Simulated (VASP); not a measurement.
Rb, 1 atom in the cell. It takes space group I4/mmm (No. 139, tetragonal). The conventional cell has a = 5.909 Å, b = 5.909 Å, c = 5.462 Å, α = 90.00°, β = 90.00°, γ = 90.00°. 

| Item | Value |
| --- | --- |
| Program | VASP 6.6.1 |
| Task | single point |
| Functional | r2SCAN |
| Potentials or basis | VASP PAW PBE potentials, release 64 (Rb_sv) |
| Cutoff | 520 eV |
| k mesh | 10 × 10 × 10 |
| Occupations | fermi-dirac, width 0.08 eV |
| Spin | no spin polarisation |
| Dipole correction | no |
| Further INCAR settings | ALGO = Normal; EDIFF = 1e-06; NBANDS = 10 |

Potentials or basis: VASP PAW PBE potentials, release 64 (Rb_sv).

The run is started by

```sh
$ cat potpaw_PBE.64/Rb_sv/POTCAR > POTCAR
$ cp INCAR.step1 INCAR
$ mpirun -np 1 vasp_std > vasp.out
$ cp INCAR.step2 INCAR
$ mpirun -np 1 vasp_std > vasp.out
```

Hardware: 1 thread of AMD EPYC 9R45 96-Core Processor (Zen 5) (shared host).

Q: Estimate the wall time of this run.

A: Run time: 4 min on 1 thread of AMD EPYC 9R45 96-Core Processor (Zen 5) (shared host), peak memory 0.27 GiB. Counts: k points 102.
